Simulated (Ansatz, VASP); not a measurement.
# Two plane-wave programs on ZnSe

```
Zn Se
1.0
    -2.06901    2.06901    2.42733
     2.06901   -2.06901    2.42733
     2.06901    2.06901   -2.42733
Zn Se
1 1
Cartesian
  2.0690 0.0000 1.2137
  0.0000 0.0000 2.4273
```

Alike in both runs: task relaxation of cell and atoms; functional PBE; k mesh 6 × 6 × 6; occupations gaussian, width 0.1 eV; no spin polarisation.

|  | VASP | Ansatz |
| --- | --- | --- |
| version | VASP 6.6.1 | Ansatz 0.2.0 |
| potentials or method | VASP PAW PBE potentials, release 64 (Zn, Se), cutoff 600 eV | scalar-relativistic, plane waves, PAW |
| valence electrons in the cell | 18 | 28 |

VASP gave:

| Quantity | Value |
| --- | --- |
| gap on the k mesh at the Fermi level, each at its own relaxed structure (eV) | 1.14 |
| relaxed volume (Å³/atom) | 23.62 |
| relaxed cell length with the largest relative difference (Å) | 4.056 |

Task: Which values does Ansatz return?

Result: gap on the k mesh at the Fermi level, each at its own relaxed structure (eV): 1.14; relaxed volume (Å³/atom): 23.55; relaxed cell length with the largest relative difference (Å): 4.050.

VASP's potentials hold 18 valence electrons a cell and Ansatz's 28, so a difference there can come from the potentials and not from the codes.
